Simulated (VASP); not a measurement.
# KCl (Fm-3m) in VASP: notebook

Runs on KCl. Level: LDA. Tasks: single point, relaxation of cell and atoms.

Everything below comes from runs of VASP 6.6.1. Logs are shortened: lines on timing, memory, paths and dates and some standing lists are left out, and cuts for length are marked.

**1. The cell of the first run**

It takes space group Fm-3m (No. 225, cubic). The conventional cell has a = 6.076 Å, b = 6.076 Å, c = 6.076 Å, α = 90.00°, β = 90.00°, γ = 90.00°. Within 4.0 Å of K (site symmetry m-3m) lie 6 Cl at 3.04 Å. Cl (site symmetry m-3m) has 6 K at 3.04 Å within 4.0 Å.

**2. Single point, LDA**

The input, INCAR:

```
PREC     = Accurate       # precision mode
ENCUT    = 500            # plane-wave cutoff, eV
EDIFF    = 1E-6           # SCF threshold, eV
ISMEAR   = 0              # smearing method
SIGMA    = 0.02           # smearing width, eV
LREAL    = False          # projectors in reciprocal space
LASPH    = True           # aspherical terms in the spheres
NELM     = 120            # most SCF steps
ALGO     = Normal         # electronic algorithm
ISIF     = 2              # what is computed and relaxed
LWAVE    = False          # write WAVECAR
LCHARG   = True           # write CHGCAR
LELF     = True           # ELF
LVHAR    = True         
NBANDS   = 15             # bands
GGA_COMPAT= False
```

The input, KPOINTS:

```
Automatic mesh
0
Gamma
  6 6 6
```

The input, POSCAR:

```
KCl
1.0
    0.0000000000      3.0382222732      3.0382222732
    3.0382222732      0.0000000000      3.0382222732
    3.0382222732      3.0382222732      0.0000000000
K Cl
1 1
Direct
    0.0000000000      0.0000000000      0.0000000000
    0.5000000000      0.5000000000      0.5000000000
```

Potentials or basis: VASP PAW LDA potentials, release 64 (K_sv, Cl).

The run is started by

```
$ cat potpaw_LDA.64/K_sv/POTCAR potpaw_LDA.64/Cl/POTCAR > POTCAR
$ mpirun -np 1 vasp_std > vasp.out
```

OUTCAR:

```text
PREC = Accurate
   ENCUT = 500
   EDIFF = 1E-6
   ISMEAR = 0
   LREAL = False
   LASPH = True
   NELM = 120
   ISIF = 2

 ion  position               nearest neighbor table
   1  0.000  0.000  0.000-   2 3.04   2 3.04   2 3.04   2 3.04   2 3.04   2 3.04
   2  0.500  0.500  0.500-   1 3.04   1 3.04   1 3.04   1 3.04   1 3.04   1 3.04

  LATTYP: Found a face centered cubic cell.
 ALAT       =     6.0764445464

  Lattice vectors:

 A1 = (   0.0000000000,   3.0382222732,   3.0382222732)
 A2 = (   3.0382222732,   0.0000000000,   3.0382222732)
 A3 = (   3.0382222732,   3.0382222732,   0.0000000000)

Analysis of symmetry for initial positions (statically):
=====================================================================
 Subroutine PRICEL returns:
 Original cell was already a primitive cell.

 Routine SETGRP: Setting up the symmetry group for a
 face centered cubic supercell.

 Subroutine GETGRP returns: Found 48 space group operations
 (whereof 48 operations were pure point group operations)
 out of a pool of 48 trial point group operations.

The static configuration has the point symmetry O_h .

Analysis of symmetry for dynamics (positions and initial velocities):
=====================================================================
 Subroutine PRICEL returns:
 Original cell was already a primitive cell.

 Routine SETGRP: Setting up the symmetry group for a
 face centered cubic supercell.

 Subroutine GETGRP returns: Found 48 space group operations
 (whereof 48 operations were pure point group operations)
 out of a pool of 48 trial point group operations.

The dynamic configuration has the point symmetry O_h .

 Subroutine INISYM returns: Found 48 space group operations
 (whereof 48 operations are pure point group operations),
 and found     1 'primitive' translations

----------------------------------------------------------------------------------------

                                     Primitive cell

  volume of cell :      56.0904

  direct lattice vectors                    reciprocal lattice vectors
     0.000000000  3.038222273  3.038222273    -0.164569921  0.164569921  0.164569921
     3.038222273  0.000000000  3.038222273     0.164569921 -0.164569921  0.164569921
     3.038222273  3.038222273  0.000000000     0.164569921  0.164569921 -0.164569921

  length of vectors
     4.296695144  4.296695144  4.296695144     0.285043465  0.285043465  0.285043465

  position of ions in fractional coordinates (direct lattice)
     0.000000000  0.000000000  0.000000000
     0.500000000  0.500000000  0.500000000

  ion indices of the primitive-cell ions
   primitive index   ion index
                 1           1
[... 77 lines left out ...]
   EMIN   =  10.00;   EMAX   =-10.00  energy-range for DOS
   EFERMI =   0.00;   METHOD = LEGACY
   ISMEAR =     0;   SIGMA  =   0.02  broadening in eV -4-tet -1-fermi 0-gaus
   EFERMI_NEDOS =   21; number of points for ismear=-14 and -15
   IALGO  =     38    algorithm
   IMIX   =      4    mixing-type and parameters
     AMIX     =   0.40;   BMIX     =  1.00
     AMIX_MAG =   1.60;   BMIX_MAG =  1.00
  volume/ion in A,a.u.               =      28.05       189.26
  Fermi-wavevector in a.u.,A,eV,Ry     =   1.077669  2.036499 15.801397  1.161370
  Thomas-Fermi vector in A             =   2.213587
   LORBIT       =      0    0 simple, 1 ext, 2 COOP (PROOUT), +10 PAW based schemes
   GGA     = CA    functional components
   LHFCALC =     F    Hartree Fock is set to
   AEXX    =    0.0000 exact exchange contribution
   IVDW    =     0    specifies the selected vdW correction
   LEPSILON=     F    determine dielectric tensor
   LRPA    =     F    only Hartree local field effects (RPA)
 non-spin polarized calculation
 Gauss-broadening in eV      SIGMA  =   0.02
  energy-cutoff  :      500.00
  volume of cell :       56.09
 maximum number of plane-waves:      1435
   NGX = 15   NGY = 15   NGZ = 15

 number of electron      16.0000000 magnetization

 Free energy of the ion-electron system (eV)
  ---------------------------------------------------
  ext. energy  EPLUGINS =         0.00000000
  ---------------------------------------------------
  free energy    TOTEN  =        -7.40756695 eV

  energy without entropy =       -7.40756695  energy(sigma->0) =       -7.40756695

 E-fermi :  -1.4694     XC(G=0):  -8.5527

 val. band max:       -1.6227412519   @ k =   0.0000   0.0000   0.0000
 cond. band min:       3.4923442054   @ k =   0.0000   0.0000   0.0000
 fundamental gap:      5.1150854572
 Fermi energy:        -1.4694015454

 k-point     1 :       0.0000    0.0000    0.0000
  band No.  band energies     occupation
      1     -28.2264      2.00000
      2     -13.7826      2.00000
      3     -11.9262      2.00000
      4     -11.9262      2.00000
      5     -11.9262      2.00000
      6      -1.6227      2.00000
      7      -1.6227      2.00000
      8      -1.6227      2.00000
      9       3.4923      0.00000
     10       6.4874      0.00000
     11       6.4874      0.00000
     12       6.4874      0.00000
     13       7.4886      0.00000
     14       7.4886      0.00000
[... 257 lines left out ...]
      2     -13.7476      2.00000
      3     -12.1258      2.00000
      4     -12.0535      2.00000
      5     -11.8549      2.00000
      6      -2.2932      2.00000
      7      -2.1643      2.00000
      8      -2.0458      2.00000
      9       5.2774      0.00000
     10       7.2521      0.00000
     11       7.6181      0.00000
     12       8.7322      0.00000
     13       9.4842      0.00000
     14      10.3172      0.00000
     15      11.0075      0.00000

------------------------ aborting loop because EDIFF is reached ----------------------------------------

  FORCE on cell =-STRESS in cart. coord.  units (eV):
  Direction    XX          YY          ZZ          XY          YZ          ZX
  --------------------------------------------------------------------------------------
  -------------------------------------------------------------------------------------
  Total        0.0298505      0.0298505      0.0298505      0.0000000     -0.0000000      0.0000000
  in kB        0.8526554      0.8526554      0.8526554      0.0000000     -0.0000000      0.0000000
  external PRESSURE =       0.8526554 kB  Pullay stress =       0.0000000 kB

 VOLUME and BASIS-vectors are now :
 -----------------------------------------------------------------------------
  energy-cutoff  :      500.00
  volume of cell :       56.09
      direct lattice vectors                 reciprocal lattice vectors
     0.000000000  3.038222273  3.038222273    -0.164569921  0.164569921  0.164569921
     3.038222273  0.000000000  3.038222273     0.164569921 -0.164569921  0.164569921
     3.038222273  3.038222273  0.000000000     0.164569921  0.164569921 -0.164569921

 POSITION                                       TOTAL-FORCE (eV/Angst)
 -----------------------------------------------------------------------------------
      0.00000      0.00000      0.00000        -0.000000      0.000000     -0.000000
      3.03822      3.03822      3.03822         0.000000     -0.000000      0.000000
 -----------------------------------------------------------------------------------
    total drift:                                0.000000     -0.000000     -0.000000

  FREE ENERGIE OF THE ION-ELECTRON SYSTEM (eV)
  ---------------------------------------------------
  free  energy   TOTEN  =        -7.4075669537 eV

  energy  without entropy=       -7.4075669537  energy(sigma->0) =       -7.40756695
```

Wall time 21 s (1 thread of Intel Xeon 8259CL, shared host); peak memory 0.15 GiB.

Results:

```yaml
Free_energy: -7.4076 eV
Pressure: 0.1 GPa
Band_gap_on_the_k_mesh: 5.12 eV
```

Levels at points of the mesh, in eV from the valence-band top:
```
           k point  band 5  band 6  band 7  band 8  band 9  band 10  band 11  band 12
(0.00, 0.00, 0.00)  -10.30    0.00    0.00    0.00    5.12     8.11     8.11     8.11
(0.50, 0.00, 0.00)   -9.98   -1.34   -0.45   -0.45    7.48     8.66    10.61    10.61
(0.50, 0.50, 0.00)  -10.39   -0.76   -0.25   -0.25    6.04     8.46    10.24    10.28
```

**3. Single point, LDA**

The input, INCAR:

```
SYSTEM = KCl
  PREC = Accurate
  ENCUT = 500
  EDIFF = 1E-6
  ISMEAR = 0
  SIGMA = 0.02
  LREAL = .FALSE.
  LASPH = .TRUE.
  NELM = 120
  ALGO = Normal
  ISIF = 2
  LWAVE = .FALSE.
  LCHARG = .FALSE.
  GGA = CA
  NBANDS = 15
  GGA_COMPAT = .FALSE.
```

The input, KPOINTS:

```
regular mesh
0
G
  6 6 6
  0 0 0
```

POSCAR is that of step 2.

Potentials or basis: VASP PAW LDA potentials, release 64 (K_sv, Cl).

The run is started by

```
$ cat potpaw_LDA.64/K_sv/POTCAR potpaw_LDA.64/Cl/POTCAR > POTCAR
$ mpirun -np 1 vasp_std > vasp.out
```

OUTCAR:

```text
SYSTEM = KCl
   PREC = Accurate
   ENCUT = 500
   EDIFF = 1E-6
   ISMEAR = 0
   LREAL = .FALSE.
   LASPH = .TRUE.
   NELM = 120
   ISIF = 2
   GGA = CA

 ion  position               nearest neighbor table
   1  0.000  0.000  0.000-   2 3.04   2 3.04   2 3.04   2 3.04   2 3.04   2 3.04
   2  0.500  0.500  0.500-   1 3.04   1 3.04   1 3.04   1 3.04   1 3.04   1 3.04

  LATTYP: Found a face centered cubic cell.
 ALAT       =     6.0764445464

  Lattice vectors:

 A1 = (   0.0000000000,   3.0382222732,   3.0382222732)
 A2 = (   3.0382222732,   0.0000000000,   3.0382222732)
 A3 = (   3.0382222732,   3.0382222732,   0.0000000000)

Analysis of symmetry for initial positions (statically):
=====================================================================
 Subroutine PRICEL returns:
 Original cell was already a primitive cell.

 Routine SETGRP: Setting up the symmetry group for a
 face centered cubic supercell.

 Subroutine GETGRP returns: Found 48 space group operations
 (whereof 48 operations were pure point group operations)
 out of a pool of 48 trial point group operations.

The static configuration has the point symmetry O_h .

Analysis of symmetry for dynamics (positions and initial velocities):
=====================================================================
 Subroutine PRICEL returns:
 Original cell was already a primitive cell.

 Routine SETGRP: Setting up the symmetry group for a
 face centered cubic supercell.

 Subroutine GETGRP returns: Found 48 space group operations
 (whereof 48 operations were pure point group operations)
 out of a pool of 48 trial point group operations.

The dynamic configuration has the point symmetry O_h .

 Subroutine INISYM returns: Found 48 space group operations
 (whereof 48 operations are pure point group operations),
 and found     1 'primitive' translations

----------------------------------------------------------------------------------------

                                     Primitive cell

  volume of cell :      56.0904

  direct lattice vectors                    reciprocal lattice vectors
     0.000000000  3.038222273  3.038222273    -0.164569921  0.164569921  0.164569921
[... 110 lines left out ...]
  energy-cutoff  :      500.00
  volume of cell :       56.09
 maximum number of plane-waves:      1435
   NGX = 15   NGY = 15   NGZ = 15

 number of electron      16.0000000 magnetization

 Free energy of the ion-electron system (eV)
  ---------------------------------------------------
  ext. energy  EPLUGINS =         0.00000000
  ---------------------------------------------------
  free energy    TOTEN  =        -7.40756695 eV

  energy without entropy =       -7.40756695  energy(sigma->0) =       -7.40756695

 E-fermi :  -1.4694     XC(G=0):  -8.5527

 val. band max:       -1.6227412519   @ k =   0.0000   0.0000   0.0000
 cond. band min:       3.4923442054   @ k =   0.0000   0.0000   0.0000
 fundamental gap:      5.1150854572
 Fermi energy:        -1.4694015454

 k-point     1 :       0.0000    0.0000    0.0000
  band No.  band energies     occupation
      1     -28.2264      2.00000
      2     -13.7826      2.00000
      3     -11.9262      2.00000
      4     -11.9262      2.00000
      5     -11.9262      2.00000
      6      -1.6227      2.00000
      7      -1.6227      2.00000
      8      -1.6227      2.00000
      9       3.4923      0.00000
     10       6.4874      0.00000
     11       6.4874      0.00000
     12       6.4874      0.00000
     13       7.4886      0.00000
     14       7.4886      0.00000
[... 257 lines left out ...]
      2     -13.7476      2.00000
      3     -12.1258      2.00000
      4     -12.0535      2.00000
      5     -11.8549      2.00000
      6      -2.2932      2.00000
      7      -2.1643      2.00000
      8      -2.0458      2.00000
      9       5.2774      0.00000
     10       7.2521      0.00000
     11       7.6181      0.00000
     12       8.7322      0.00000
     13       9.4842      0.00000
     14      10.3172      0.00000
     15      11.0075      0.00000

------------------------ aborting loop because EDIFF is reached ----------------------------------------

  FORCE on cell =-STRESS in cart. coord.  units (eV):
  Direction    XX          YY          ZZ          XY          YZ          ZX
  --------------------------------------------------------------------------------------
  -------------------------------------------------------------------------------------
  Total        0.0298505      0.0298505      0.0298505      0.0000000     -0.0000000      0.0000000
  in kB        0.8526554      0.8526554      0.8526554      0.0000000     -0.0000000      0.0000000
  external PRESSURE =       0.8526554 kB  Pullay stress =       0.0000000 kB

 VOLUME and BASIS-vectors are now :
 -----------------------------------------------------------------------------
  energy-cutoff  :      500.00
  volume of cell :       56.09
      direct lattice vectors                 reciprocal lattice vectors
     0.000000000  3.038222273  3.038222273    -0.164569921  0.164569921  0.164569921
     3.038222273  0.000000000  3.038222273     0.164569921 -0.164569921  0.164569921
     3.038222273  3.038222273  0.000000000     0.164569921  0.164569921 -0.164569921

 POSITION                                       TOTAL-FORCE (eV/Angst)
 -----------------------------------------------------------------------------------
      0.00000      0.00000      0.00000        -0.000000      0.000000     -0.000000
      3.03822      3.03822      3.03822         0.000000     -0.000000      0.000000
 -----------------------------------------------------------------------------------
    total drift:                                0.000000     -0.000000     -0.000000

  FREE ENERGIE OF THE ION-ELECTRON SYSTEM (eV)
  ---------------------------------------------------
  free  energy   TOTEN  =        -7.4075669537 eV

  energy  without entropy=       -7.4075669537  energy(sigma->0) =       -7.40756695
```

OSZICAR:

```text
N       E                     dE             d eps       ncg     rms          rms(c)
DAV:   1     0.107956938605E+03    0.10796E+03   -0.71896E+03   480   0.957E+02
DAV:   2    -0.161965201148E+01   -0.10958E+03   -0.10034E+03   642   0.254E+02
DAV:   3    -0.746218118025E+01   -0.58425E+01   -0.58158E+01   641   0.515E+01
DAV:   4    -0.767978797920E+01   -0.21761E+00   -0.21757E+00   764   0.925E+00
DAV:   5    -0.768191405891E+01   -0.21261E-02   -0.21260E-02   634   0.966E-01    0.417E+00
DAV:   6    -0.743291702780E+01    0.24900E+00   -0.33954E-01   592   0.329E+00    0.332E+00
DAV:   7    -0.740791440342E+01    0.25003E-01   -0.61034E-02   656   0.159E+00    0.184E+00
DAV:   8    -0.740750968709E+01    0.40472E-03   -0.96187E-03   678   0.778E-01    0.237E-01
DAV:   9    -0.740747808110E+01    0.31606E-04   -0.33595E-04   615   0.114E-01    0.777E-02
DAV:  10    -0.740756620833E+01   -0.88127E-04   -0.51708E-05   557   0.472E-02    0.464E-03
DAV:  11    -0.740756695368E+01   -0.74535E-06   -0.17965E-06   659   0.791E-03
   1 F= -.74075670E+01 E0= -.74075670E+01  d E =-.463575E-29
```

Run time: 19 s. Hardware: 1 thread of Intel Xeon 8259CL, shared host; peak memory 0.15 GiB.

Results:

```
Free energy            : -7.4076 eV
Pressure               : 0.1 GPa
Band gap on the k mesh : 5.12 eV
```

Levels at points of the mesh, in eV from the valence-band top:
```csv
k point,band 4,band 5,band 6,band 7,band 8,band 9,band 10,band 11,band 12,band 13
"(0.00, 0.00, 0.00)",-10.30,-10.30,0.00,0.00,0.00,5.12,8.11,8.11,8.11,9.11
"(0.50, 0.00, 0.00)",-10.32,-9.98,-1.34,-0.45,-0.45,7.48,8.66,10.61,10.61,11.50
"(0.50, 0.50, 0.00)",-10.39,-10.39,-0.76,-0.25,-0.25,6.04,8.46,10.24,10.28,10.84
```

**4. Single point, LDA**

This run uses another cell than the first one, of 31.01 Å³/atom.

The input, INCAR:

```
SYSTEM = KCl
ALGO = Normal ; EDIFF = 1E-6
ENCUT = 500 ; GGA_COMPAT = .FALSE.
ISIF = 2 ; ISMEAR = 0
LASPH = .TRUE. ; LCHARG = .FALSE.
LREAL = .FALSE. ; LWAVE = .FALSE.
NBANDS = 15 ; NELM = 120
PREC = Accurate ; SIGMA = 0.1
```

The input, KPOINTS:

```
k-points
0
G
  6 6 6
  0 0 0
```

The input, POSCAR:

```
KCl
1.0
    0.0000000000      3.1418713000      3.1418713000
    3.1418713000      0.0000000000      3.1418713000
    3.1418713000      3.1418713000      0.0000000000
K Cl
1 1
Direct
    0.0000000000      0.0000000000      0.0000000000
    0.5000000000      0.5000000000      0.5000000000
```

The run is started by

```
$ cat potpaw_LDA.64/K_sv/POTCAR potpaw_LDA.64/Cl/POTCAR > POTCAR
$ mpirun -np 1 vasp_std > vasp.out
```

It took 21 s on 1 thread of Intel Xeon 8259CL, shared host; peak memory 0.15 GiB.

The run converged. Its results:

| Property | Result |
| --- | --- |
| Free energy | -7.3728 eV |
| Pressure | -1.9 GPa |
| Band gap on the k mesh | 4.76 eV |

Levels at points of the mesh, in eV from the valence-band top:
| k point | band 5 | band 6 | band 7 | band 8 | band 9 | band 10 | band 11 | band 12 |
| --- | --- | --- | --- | --- | --- | --- | --- | --- |
| (0.00, 0.00, 0.00) | -10.52 | 0.00 | 0.00 | 0.00 | 4.76 | 8.09 | 8.09 | 8.09 |
| (0.50, 0.00, 0.00) | -10.27 | -1.14 | -0.35 | -0.35 | 7.20 | 8.27 | 10.29 | 10.29 |
| (0.50, 0.50, 0.00) | -10.58 | -0.70 | -0.24 | -0.24 | 6.16 | 7.99 | 9.67 | 10.05 |

[end of part 1 of 2]
